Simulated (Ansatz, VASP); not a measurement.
GaP: VASP beside Ansatz

INCAR

```
SYSTEM = GaP
PREC     = Accurate       ! precision mode
ENCUT    = 600            ! plane-wave cutoff, eV
EDIFF    = 1E-7           ! SCF threshold, eV
ISMEAR   = -1             ! smearing method
SIGMA    = 0.05           ! smearing width, eV
LREAL    = .FALSE.        ! projectors in reciprocal space
LASPH    = .TRUE.         ! aspherical terms in the spheres
NELM     = 60             ! most SCF steps
ALGO     = Normal         ! electronic algorithm
ISIF     = 3              ! what is computed and relaxed
LWAVE    = .FALSE.        ! write WAVECAR
LCHARG   = .FALSE.        ! write CHGCAR
GGA      = PS             ! functional
IBRION   = 2              ! ionic algorithm
NSW      = 80             ! ionic steps
EDIFFG   = -0.02          ! ionic threshold
```

File KPOINTS:

```
regular mesh
0
G
  8 8 8
  0 0 0
```

The input POSCAR:

```
GaP
1.0
    0.0000000000      2.7252500000      2.7252500000
    2.7252500000      0.0000000000      2.7252500000
    2.7252500000      2.7252500000      0.0000000000
Ga P
1 1
Direct
    0.0000000000      0.0000000000      0.0000000000
    0.7500000000      0.7500000000      0.7500000000
```

input.yaml

```yaml
crystal:
  lattice:
    - [0.0, 2.72525, 2.72525]
    - [2.72525, 0.0, 2.72525]
    - [2.72525, 2.72525, 0.0]
  atoms:
    - { symbol: Ga, position: [0.0, 0.0, 0.0] }
    - { symbol: P, position: [0.75, 0.75, 0.75] }
kpoints:
  mp_grid: { grid: [8, 8, 8] }
scf:
  occupations: { method: fermi_dirac, width: 0.05 }
hamiltonian:
  xc: pbesol
  pseudopotentials: { kind: all_electron, lapw: { basis_error: 0.001 } }
output:
  forces: true
  stress: true
relax:
  f_tol: 0.02
  max_steps: 60
  cell: {}
```

Alike in both runs: task relaxation of cell and atoms; functional PBEsol; k mesh 8 × 8 × 8; occupations fermi-dirac, width 0.05 eV; no spin polarisation.

|  | VASP | Ansatz |
| --- | --- | --- |
| version | VASP 6.6.1 | Ansatz 0.2.0 |
| potentials or method | VASP PAW PBE potentials, release 64 (Ga_d, P), cutoff 600 eV | all-electron LAPW, scalar-relativistic |

Ansatz gave:

* relaxed volume (Å³/atom): 20.10
* relaxed cell length with the largest relative difference (Å): 3.845

Question: What did VASP give for the same quantities?

Answer: Relaxed volume (Å³/atom): 20.09; relaxed cell length with the largest relative difference (Å): 3.844.

VASP's potentials were made for PBE, not for PBEsol. Ansatz ran all-electron here, and VASP with PAW potentials.
